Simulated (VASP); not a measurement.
Input of a VASP 6.6.1 run:

The input INCAR:

```
SYSTEM = Hf3N4
PREC = Accurate
ENCUT = 520
EDIFF = 1E-7
ISMEAR = 0
SIGMA = 0.02
LREAL = .FALSE.
LASPH = .TRUE.
NELM = 120
ALGO = Normal
ISIF = 2
LWAVE = .FALSE.
LCHARG = .FALSE.
GGA = PS
IBRION = 2
NSW = 50
EDIFFG = -0.01
GGA_COMPAT = .FALSE.
NELMIN = 4
KPAR = 4
```

KPOINTS

```
regular mesh
0
G
  6 6 6
  0 0 0
```

Contents of POSCAR:

```
Hf3N4
1.0
   -3.2576234566      3.2576234566      3.2576234566
    3.2576234566     -3.2576234566      3.2576234566
    3.2576234566      3.2576234566     -3.2576234566
Hf N
6 8
Direct
    0.2500000000      0.6250000000      0.3750000000
    0.3750000000      0.2500000000      0.6250000000
    0.7500000000      0.8750000000      0.1250000000
    0.1250000000      0.7500000000      0.8750000000
    0.6250000000      0.3750000000      0.2500000000
    0.8750000000      0.1250000000      0.7500000000
    0.1434922808      0.1434922808      0.1434922808
    0.8565077192      0.5000000000      0.0000000000
    0.5000000000      0.0000000000      0.3565077192
    0.0000000000      0.8565077192      0.5000000000
    0.3565077192      0.5000000000      0.0000000000
    0.6434922808      0.6434922808      0.6434922808
    0.0000000000      0.3565077192      0.5000000000
    0.5000000000      0.0000000000      0.8565077192
```

Potentials or basis: VASP PAW PBE potentials, release 64 (Hf_pv, N).

Launch:

```console
$ cat potpaw_PBE.64/Hf_pv/POTCAR potpaw_PBE.64/N/POTCAR > POTCAR
$ mpirun -np 4 vasp_std > vasp.out
```

Problem. Predict the energy gained by relaxing.

Solution. 0.5 meV/atom.

Problem. Predict the band gap on the k mesh.

Solution. 1.13 eV (least direct gap 1.15 eV).

Final structure:
```
CELL_PARAMETERS angstrom
-3.25762 3.25762 3.25762
3.25762 -3.25762 3.25762
3.25762 3.25762 -3.25762
ATOMIC_POSITIONS crystal
Hf 0.25000 0.62500 0.37500
Hf 0.37500 0.25000 0.62500
Hf 0.75000 0.87500 0.12500
Hf 0.12500 0.75000 0.87500
Hf 0.62500 0.37500 0.25000
Hf 0.87500 0.12500 0.75000
N 0.14606 0.14606 0.14606
N 0.85394 0.50000 0.00000
N 0.50000 0.00000 0.35394
N 0.00000 0.85394 0.50000
N 0.35394 0.50000 0.00000
N 0.64606 0.64606 0.64606
N 0.00000 0.35394 0.50000
N 0.50000 0.00000 0.85394
```

Caveat: spin-orbit coupling is left out, which moves the levels of the heavy elements. A k mesh can miss the band edges.
